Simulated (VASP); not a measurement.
# Zr3O (P6_322) in VASP: a series of runs

Runs on Zr3O. Level: PBEsol. Tasks: single point.

All numbers are computed with VASP 6.6.1; they aren't measurements. Logs are shortened: lines on timing, memory, paths and dates and some standing lists are left out, and cuts for length are marked.

**1. The cell of the first run**

It takes space group P6_322 (No. 182, hexagonal). Conventional cell: a = 5.584 Å, b = 5.584 Å, c = 5.156 Å, α = 90.00°, β = 90.00°, γ = 120.00°. Within 3.1 Å of Zr (site symmetry 2) lie 2 O at 2.19 Å and 6 Zr at 2.98 to 3.08 Å. O (site symmetry 32) has 6 Zr at 2.19 Å within 2.9 Å.

**2. Single point, PBEsol**

File INCAR:

```
SYSTEM = Zr3O
PREC = Accurate
ENCUT = 520
EDIFF = 1E-7
ISMEAR = 0
SIGMA = 0.15
LREAL = .FALSE.
LASPH = .TRUE.
NELM = 100
ALGO = Normal
ISIF = 2
LWAVE = .FALSE.
LCHARG = .FALSE.
GGA = PS
NBANDS = 52
```

File KPOINTS:

```
regular mesh
0
G
  9 9 8
  0 0 0
```

File POSCAR:

```
Zr3O
1.0
    5.5842861704      0.0000000000      0.0000000000
   -2.7921430852      4.8361336855      0.0000000000
    0.0000000000      0.0000000000      5.1557455174
Zr O
6 2
Direct
    0.3663331157      0.0000000000      0.0000000000
    0.3663331157      0.3663331157      0.5000000000
    0.0000000000      0.3663331157      0.0000000000
    0.6336668843      0.0000000000      0.5000000000
    0.6336668843      0.6336668843      0.0000000000
    0.0000000000      0.6336668843      0.5000000000
    0.3333333333      0.6666666667      0.2500000000
    0.6666666667      0.3333333333      0.7500000000
```

Potentials or basis: VASP PAW PBE potentials, release 64 (Zr_sv, O).

Started as:

```sh
$ cat potpaw_PBE.64/Zr_sv/POTCAR potpaw_PBE.64/O/POTCAR > POTCAR
$ mpirun -np 1 vasp_std > vasp.out
```

OUTCAR:

```text
SYSTEM = Zr3O
   PREC = Accurate
   ENCUT = 520
   EDIFF = 1E-7
   ISMEAR = 0
   LREAL = .FALSE.
   LASPH = .TRUE.
   NELM = 100
   ISIF = 2
   GGA = PS

 ion  position               nearest neighbor table
   1  0.366  0.000  0.000-   7 2.19   8 2.19   4 2.98   4 2.98   5 3.08   3 3.08   5 3.08   3 3.08
                             2 3.29   2 3.29   6 3.29   6 3.29   3 3.54   5 3.54
   2  0.366  0.366  0.500-   7 2.19   8 2.19   5 2.98   5 2.98   4 3.08   4 3.08   6 3.08   6 3.08
                             1 3.29   1 3.29   3 3.29   3 3.29   6 3.54   4 3.54
   3  0.000  0.366  0.000-   8 2.19   7 2.19   6 2.98   6 2.98   1 3.08   1 3.08   5 3.08   5 3.08
                             4 3.29   4 3.29   2 3.29   2 3.29   5 3.54   1 3.54
   4  0.634  0.000  0.500-   8 2.19   7 2.19   1 2.98   1 2.98   6 3.08   2 3.08   2 3.08   6 3.08
                             3 3.29   5 3.29   5 3.29   3 3.29   6 3.54   2 3.54
   5  0.634  0.634  0.000-   8 2.19   7 2.19   2 2.98   2 2.98   1 3.08   1 3.08   3 3.08   3 3.08
                             4 3.29   4 3.29   6 3.29   6 3.29   3 3.54   1 3.54
   6  0.000  0.634  0.500-   7 2.19   8 2.19   3 2.98   3 2.98   4 3.08   4 3.08   2 3.08   2 3.08
                             1 3.29   1 3.29   5 3.29   5 3.29   2 3.54   4 3.54
   7  0.333  0.667  0.250-   1 2.19   6 2.19   4 2.19   3 2.19   2 2.19   5 2.19
   8  0.667  0.333  0.750-   4 2.19   3 2.19   1 2.19   6 2.19   5 2.19   2 2.19

  LATTYP: Found a hexagonal cell.
 ALAT       =     5.5842861704
 C/A-ratio  =     0.9232595465

  Lattice vectors:

 A1 = (   5.5842861704,   0.0000000000,   0.0000000000)
 A2 = (  -2.7921430852,   4.8361336855,   0.0000000000)
 A3 = (   0.0000000000,   0.0000000000,   5.1557455174)

Analysis of symmetry for initial positions (statically):
=====================================================================
 Subroutine PRICEL returns:
 Original cell was already a primitive cell.

 Routine SETGRP: Setting up the symmetry group for a
 hexagonal supercell.

 Subroutine GETGRP returns: Found 12 space group operations
 (whereof  6 operations were pure point group operations)
 out of a pool of 24 trial point group operations.

The static configuration has the point symmetry D_3 .
 The point group associated with its full space group is D_6 .

Analysis of symmetry for dynamics (positions and initial velocities):
=====================================================================
 Subroutine PRICEL returns:
 Original cell was already a primitive cell.

 Routine SETGRP: Setting up the symmetry group for a
 hexagonal supercell.

 Subroutine GETGRP returns: Found 12 space group operations
 (whereof  6 operations were pure point group operations)
 out of a pool of 24 trial point group operations.

The dynamic configuration has the point symmetry D_3 .
 The point group associated with its full space group is D_6 .

 Subroutine INISYM returns: Found 12 space group operations
 (whereof  6 operations are pure point group operations),
 and found     1 'primitive' translations

----------------------------------------------------------------------------------------

                                     Primitive cell

  volume of cell :     139.2379

  direct lattice vectors                    reciprocal lattice vectors
     5.584286170  0.000000000  0.000000000     0.179073917  0.103388374  0.000000000
    -2.792143085  4.836133686  0.000000000     0.000000000  0.206776749  0.000000000
     0.000000000  0.000000000  5.155745517     0.000000000  0.000000000  0.193958371

  length of vectors
     5.584286170  5.584286170  5.155745517     0.206776749  0.206776749  0.193958371

  position of ions in fractional coordinates (direct lattice)
     0.366333116  0.000000000  0.000000000
     0.366333116  0.366333116  0.500000000
     0.000000000  0.366333116  0.000000000
     0.633666884  0.000000000  0.500000000
     0.633666884  0.633666884  0.000000000
     0.000000000  0.633666884  0.500000000
     0.333333333  0.666666667  0.250000000
     0.666666667  0.333333333  0.750000000

  ion indices of the primitive-cell ions
   primitive index   ion index
                 1           1
                 2           2
                 3           3
                 4           4
                 5           5
                 6           6
                 7           7
                 8           8

----------------------------------------------------------------------------------------

 KPOINTS: regular mesh

Automatic generation of k-mesh.
 Grid dimensions read from file:
 generate k-points for:    9    9    8

 Generating k-lattice:

  Cartesian coordinates                     Fractional coordinates (reciprocal lattice)
     0.019897102  0.011487597  0.000000000     0.111111111  0.000000000  0.000000000
     0.000000000  0.022975194  0.000000000     0.000000000  0.111111111  0.000000000
     0.000000000  0.000000000  0.024244796     0.000000000  0.000000000  0.125000000

  Length of vectors
     0.022975194  0.022975194  0.024244796

  Shift w.r.t. Gamma in fractional coordinates (k-lattice)
     0.000000000  0.000000000  0.000000000

 Subroutine IBZKPT returns following result:
 ===========================================

 Found     60 irreducible k-points:

 Following reciprocal coordinates:
            Coordinates               Weight
  0.000000  0.000000  0.000000      1.000000
  0.111111  0.000000  0.000000      6.000000
  0.222222  0.000000  0.000000      6.000000
  0.333333  0.000000  0.000000      6.000000
  0.444444  0.000000  0.000000      6.000000
  0.111111  0.111111  0.000000      6.000000
[... 16 lines left out ...]
  0.333333  0.222222  0.125000     24.000000
  0.333333  0.333333  0.125000      4.000000
 [... further k-points ...]
   k-points           NKPTS =     60   k-points in BZ     NKDIM =     60   number of bands    NBANDS=     52
   number of dos      NEDOS =    301   number of ions     NIONS =      8
   total plane-waves  NPLWV =  70560
   dimension x,y,z NGX =    42 NGY =   42 NGZ =   40
   dimension x,y,z NGXF=    84 NGYF=   84 NGZF=   80
   ions per type =               6   2
   NGX,Y,Z   is equivalent  to a cutoff of  12.50, 12.50, 12.90 a.u.
   NGXF,Y,Z  is equivalent  to a cutoff of  25.01, 25.01, 25.80 a.u.
 SYSTEM =  Zr3O
   PREC   = accura    normal or accurate (medium, high low for compatibility)
   ISTART =      0    job   : 0-new  1-cont  2-samecut
   ICHARG =      2    charge: 1-file 2-atom 10-const
   ISPIN  =      1    spin polarized calculation?
   LNONCOLLINEAR =      F non collinear calculations
   LSORBIT =      F    spin-orbit coupling
   LASPH  =      T    aspherical Exc in radial PAW
   ENCUT  =  520.0 eV  38.22 Ry    6.18 a.u.  10.38 10.38  9.59*2*pi/ulx,y,z
   NELM   =    100;   NELMIN=  2; NELMDL= -5     # of ELM steps
   EDIFF  = 0.1E-06   stopping-criterion for ELM
   LREAL  =      F    real-space projection
   EDIFFG = 0.1E-05   stopping-criterion for IOM
   NSW    =      0    number of steps for IOM
   IBRION =     -1    ionic relax: 0-MD 1-quasi-New 2-CG
   NFREE  =      0    steps in history (QN), initial steepest desc. (CG)
   ISIF   =      2    stress and relaxation
   ISYM   =      2    0-nonsym 1-usesym 2-fastsym
   POTIM  = 0.5000    time-step for ionic-motion
   TEBEG  =    0.0;   TEEND  =   0.0 temperature during run
   PSTRESS=    0.0 pullay stress
   NELECT =      84.0000    total number of electrons
   NUPDOWN=      -1.0000    fix difference up-down
   EMIN   =  10.00;   EMAX   =-10.00  energy-range for DOS
   EFERMI =   0.00;   METHOD = LEGACY
   ISMEAR =     0;   SIGMA  =   0.15  broadening in eV -4-tet -1-fermi 0-gaus
   EFERMI_NEDOS =   21; number of points for ismear=-14 and -15
   IALGO  =     38    algorithm
   IMIX   =      4    mixing-type and parameters
     AMIX     =   0.40;   BMIX     =  1.00
     AMIX_MAG =   1.60;   BMIX_MAG =  1.00
  volume/ion in A,a.u.               =      17.40       117.45
  Fermi-wavevector in a.u.,A,eV,Ry     =   1.383297  2.614052 26.034894  1.913511
  Thomas-Fermi vector in A             =   2.507908
   LORBIT       =      0    0 simple, 1 ext, 2 COOP (PROOUT), +10 PAW based schemes
   GGA     = PS    functional components
   LHFCALC =     F    Hartree Fock is set to
   AEXX    =    0.0000 exact exchange contribution
   IVDW    =     0    specifies the selected vdW correction
   LEPSILON=     F    determine dielectric tensor
   LRPA    =     F    only Hartree local field effects (RPA)
 non-spin polarized calculation
 Gauss-broadening in eV      SIGMA  =   0.15
  energy-cutoff  :      520.00
  volume of cell :      139.24
 maximum number of plane-waves:      3776
 NGX is ok and might be reduce to    42

 number of electron      83.9999999 magnetization

 Free energy of the ion-electron system (eV)
  ---------------------------------------------------
  ext. energy  EPLUGINS =         0.00000000
  ---------------------------------------------------
  free energy    TOTEN  =       -75.90823177 eV

  energy without entropy =      -75.82340087  energy(sigma->0) =      -75.86581632

 E-fermi :   9.8113     XC(G=0): -11.7216

 val. band max:        9.8099617670   @ k =   0.4444   0.0000   0.2500
 cond. band min:       9.8180744352   @ k =   0.1111   0.1111   0.5000
 fundamental gap:      0.0081126682
 Fermi energy:         9.8113480946

 k-point     1 :       0.0000    0.0000    0.0000
  band No.  band energies     occupation
      1     -38.9767      2.00000
      2     -38.7807      2.00000
      3     -38.7807      2.00000
      4     -38.7795      2.00000
      5     -38.7001      2.00000
      6     -38.7001      2.00000
[... 44 lines left out ...]
     51      12.2991      0.00000
     52      13.1805      0.00000

 k-point     2 :       0.1111    0.0000    0.0000
  band No.  band energies     occupation
      1     -38.9713      2.00000
      2     -38.7864      2.00000
      3     -38.7830      2.00000
      4     -38.7760      2.00000
      5     -38.7013      2.00000
      6     -38.7000      2.00000
[... 1202 lines left out ...]
 k-point    24 :       0.3333    0.3333    0.1250
  band No.  band energies     occupation
      1     -38.8719      2.00000
      2     -38.8704      2.00000
      3     -38.7978      2.00000
      4     -38.7396      2.00000
      5     -38.7380      2.00000
      6     -38.7031      2.00000
[... 44 lines left out ...]
     51      12.5672      0.00000
     52      13.2934      0.00000

 [... further k-points ...]

------------------------ aborting loop because EDIFF is reached ----------------------------------------

  FORCE on cell =-STRESS in cart. coord.  units (eV):
  Direction    XX          YY          ZZ          XY          YZ          ZX
  --------------------------------------------------------------------------------------
  -------------------------------------------------------------------------------------
  Total        5.3866760      5.3866760      5.2849105      0.0000000      0.0000000      0.0000000
  in kB       61.9832006     61.9832006     60.8122098      0.0000000      0.0000000      0.0000000
  external PRESSURE =      61.5928703 kB  Pullay stress =       0.0000000 kB

 VOLUME and BASIS-vectors are now :
 -----------------------------------------------------------------------------
  energy-cutoff  :      520.00
  volume of cell :      139.24
      direct lattice vectors                 reciprocal lattice vectors
     5.584286170  0.000000000  0.000000000     0.179073917  0.103388374  0.000000000
    -2.792143085  4.836133686  0.000000000     0.000000000  0.206776749  0.000000000
     0.000000000  0.000000000  5.155745517     0.000000000  0.000000000  0.193958371

 POSITION                                       TOTAL-FORCE (eV/Angst)
 -----------------------------------------------------------------------------------
      2.04571      0.00000      0.00000        -1.573149     -0.000000     -0.000000
      1.02285      1.77164      2.57787        -0.786574     -1.362387     -0.000000
     -1.02285      1.77164      0.00000         0.786574     -1.362387     -0.000000
      3.53858      0.00000      2.57787         1.573149     -0.000000     -0.000000
      1.76929      3.06450      0.00000         0.786574      1.362387     -0.000000
     -1.76929      3.06450      2.57787        -0.786574      1.362387     -0.000000
     -0.00000      3.22409      1.28894         0.000000     -0.000000      0.000000
      2.79214      1.61204      3.86681        -0.000000     -0.000000      0.000000
 -----------------------------------------------------------------------------------
    total drift:                               -0.000001      0.000000     -0.000000

  FREE ENERGIE OF THE ION-ELECTRON SYSTEM (eV)
  ---------------------------------------------------
  free  energy   TOTEN  =       -75.9082317685 eV

  energy  without entropy=      -75.8234008669  energy(sigma->0) =      -75.86581632
```

It took 4.1 min on 1 thread of Intel Xeon 6975P-C (Granite Rapids), shared host; peak memory 0.46 GiB.

Results:

| Quantity | Value |
| --- | --- |
| Free energy | -75.9082 eV |
| Pressure | 6.2 GPa |
| Largest force | 1.573 eV/Å |
| Band gap on the k mesh | zero (bands 42 and 43 overlap by 0.71 eV) |

Forces in eV/Å, atoms in the order of the input:
```
Zr  -1.573  0.000  0.000
Zr  -0.787 -1.362  0.000
Zr   0.787 -1.362  0.000
Zr   1.573  0.000  0.000
Zr   0.787  1.362  0.000
Zr  -0.787  1.362  0.000
O    0.000  0.000  0.000
O    0.000  0.000  0.000
```

Stress tensor (GPa, compression positive):
```
6.20 0.00 0.00
0.00 6.20 0.00
0.00 0.00 6.08
```

Levels at points of the mesh, in eV from the Fermi level:
```
           k point  band 39  band 40  band 41  band 42  band 43  band 44  band 45  band 46
(0.00, 0.00, 0.00)    -1.09    -1.09     0.28     0.33     0.74     0.74     0.75     0.75
(0.00, 0.00, 0.50)    -0.57    -0.57    -0.26    -0.26    -0.03    -0.03     0.19     0.19
```

Caveat: the cell stands under pressure; the PAW data sets were made with another functional, which shifts forces and pressure a little.

**3. Single point, PBEsol**

This run uses another cell than the first one, of the same volume but with other edges.

Edit INCAR of step 2 so:

```diff
@@ -8,3 +8,3 @@
 LASPH = .TRUE.
-NELM = 100
+NELM = 80
 ALGO = Normal
```

KPOINTS is that of step 2.

Edit POSCAR of step 2 so:

```diff
@@ -2,5 +2,5 @@
 1.0
-    5.5842861704      0.0000000000      0.0000000000
-   -2.7921430852      4.8361336855      0.0000000000
-    0.0000000000      0.0000000000      5.1557455174
+    5.8497104291      0.0000000000      0.0000000000
+   -2.9248552145      5.0659978364      0.0000000000
+    0.0000000000      0.0000000000      4.6984874166
 Zr O
```

Potentials or basis: VASP PAW PBE potentials, release 64 (Zr_sv, O).

Started as:

```sh
$ cat potpaw_PBE.64/Zr_sv/POTCAR potpaw_PBE.64/O/POTCAR > POTCAR
$ mpirun -np 1 vasp_std > vasp.out
```

OUTCAR:

```text
SYSTEM = Zr3O
   PREC = Accurate
   ENCUT = 520
   EDIFF = 1E-7
   ISMEAR = 0
   LREAL = .FALSE.
   LASPH = .TRUE.
   NELM = 80
   ISIF = 2
   GGA = PS

 ion  position               nearest neighbor table
   1  0.366  0.000  0.000-   7 2.20   8 2.20   4 2.82   4 2.82   2 3.18   2 3.18   6 3.18   6 3.18
                             5 3.22   5 3.22   3 3.22   3 3.22   3 3.71   5 3.71
   2  0.366  0.366  0.500-   7 2.20   8 2.20   5 2.82   5 2.82   1 3.18   1 3.18   3 3.18   3 3.18
                             4 3.22   6 3.22   4 3.22   6 3.22   6 3.71   4 3.71
   3  0.000  0.366  0.000-   8 2.20   7 2.20   6 2.82   6 2.82   2 3.18   2 3.18   4 3.18   4 3.18
[... 1544 lines left out ...]
  Total       -0.0175832     -0.0175832     19.1081071     -0.0000000      0.0000000      0.0000000
  in kB       -0.2023257     -0.2023257    219.8724489     -0.0000000      0.0000000      0.0000000
  external PRESSURE =      73.1559325 kB  Pullay stress =       0.0000000 kB

 VOLUME and BASIS-vectors are now :
 -----------------------------------------------------------------------------
  energy-cutoff  :      520.00
  volume of cell :      139.24
      direct lattice vectors                 reciprocal lattice vectors
     5.849710429  0.000000000  0.000000000     0.170948633  0.098697239  0.000000000
    -2.924855214  5.065997836  0.000000000     0.000000000  0.197394478  0.000000000
     0.000000000  0.000000000  4.698487417     0.000000000  0.000000000  0.212834453

 POSITION                                       TOTAL-FORCE (eV/Angst)
 -----------------------------------------------------------------------------------
      2.14294      0.00000      0.00000        -1.670332      0.000000     -0.000000
      1.07147      1.85584      2.34924        -0.835166     -1.446550     -0.000000
     -1.07147      1.85584      0.00000         0.835166     -1.446550      0.000000
      3.70677      0.00000      2.34924         1.670332     -0.000000      0.000000
      1.85338      3.21016      0.00000         0.835166      1.446550     -0.000000
     -1.85338      3.21016      2.34924        -0.835166      1.446550     -0.000000
     -0.00000      3.37733      1.17462        -0.000000      0.000000     -0.000000
      2.92486      1.68867      3.52387        -0.000000      0.000000     -0.000000
 -----------------------------------------------------------------------------------
    total drift:                                0.000001     -0.000001      0.000000

  FREE ENERGIE OF THE ION-ELECTRON SYSTEM (eV)
  ---------------------------------------------------
  free  energy   TOTEN  =       -75.0390773691 eV

  energy  without entropy=      -74.9597762770  energy(sigma->0) =      -74.99942682
```

OSZICAR:

```text
N       E                     dE             d eps       ncg     rms          rms(c)
DAV:   1     0.929852321105E+03    0.92985E+03   -0.45792E+04  6296   0.165E+03
DAV:   2     0.606544325840E+01   -0.92379E+03   -0.90344E+03  7148   0.494E+02
DAV:   3    -0.733866143715E+02   -0.79452E+02   -0.78069E+02  9496   0.118E+02
DAV:   4    -0.800141486045E+02   -0.66275E+01   -0.65942E+01  9544   0.294E+01
DAV:   5    -0.804559319084E+02   -0.44178E+00   -0.44156E+00  8592   0.553E+00    0.391E+01
DAV:   6    -0.753043438239E+02    0.51516E+01   -0.24227E+01  7968   0.216E+01    0.179E+01
DAV:   7    -0.750548826657E+02    0.24946E+00   -0.35031E+00  8296   0.704E+00    0.702E+00
DAV:   8    -0.750387723177E+02    0.16110E-01   -0.27138E-01  7736   0.244E+00    0.127E+00
DAV:   9    -0.750421232302E+02   -0.33509E-02   -0.11483E-01  8096   0.142E+00    0.703E-01
DAV:  10    -0.750390755732E+02    0.30477E-02   -0.26216E-02  8264   0.661E-01    0.108E-01
DAV:  11    -0.750390855633E+02   -0.99901E-05   -0.11138E-03  7848   0.146E-01    0.413E-02
DAV:  12    -0.750390766458E+02    0.89175E-05   -0.10599E-04  8728   0.465E-02    0.948E-03
DAV:  13    -0.750390780004E+02   -0.13546E-05   -0.88981E-06  8144   0.113E-02    0.479E-03
DAV:  14    -0.750390776001E+02    0.40034E-06   -0.54511E-07  6096   0.369E-03    0.246E-03
DAV:  15    -0.750390773430E+02    0.25704E-06   -0.19142E-07  4472   0.203E-03    0.487E-04
DAV:  16    -0.750390773691E+02   -0.26088E-07   -0.39018E-08  3864   0.978E-04
   1 F= -.75039077E+02 E0= -.74999427E+02  d E =-.793011E-01
```

Run time: 4 min. Hardware: 1 thread of Intel Xeon 6975P-C (Granite Rapids), shared host; peak memory 0.46 GiB.

Results:

- Free energy: -75.0391 eV
- Pressure: 7.3 GPa
- Largest force: 1.670 eV/Å
- Band gap on the k mesh: zero (bands 42 and 43 overlap by 0.90 eV)

Forces in eV/Å, atoms in the order of the input:
```
Zr  -1.670  0.000  0.000
Zr  -0.835 -1.447  0.000
Zr   0.835 -1.447  0.000
Zr   1.670  0.000  0.000
Zr   0.835  1.447  0.000
Zr  -0.835  1.447  0.000
O    0.000  0.000  0.000
O    0.000  0.000  0.000
```

Levels at points of the mesh, in eV from the Fermi level:
| k point | band 39 | band 40 | band 41 | band 42 | band 43 | band 44 | band 45 | band 46 |
| --- | --- | --- | --- | --- | --- | --- | --- | --- |
| (0.00, 0.00, 0.00) | -1.44 | -1.44 | 0.67 | 0.67 | 0.68 | 0.81 | 0.81 | 1.19 |
| (0.00, 0.00, 0.50) | -0.85 | -0.85 | -0.58 | -0.58 | 0.07 | 0.07 | 0.56 | 0.56 |

Caveat: the cell stands under pressure; the PAW data sets were made with another functional, which shifts forces and pressure a little.

(Continued in part 2 of 2.)
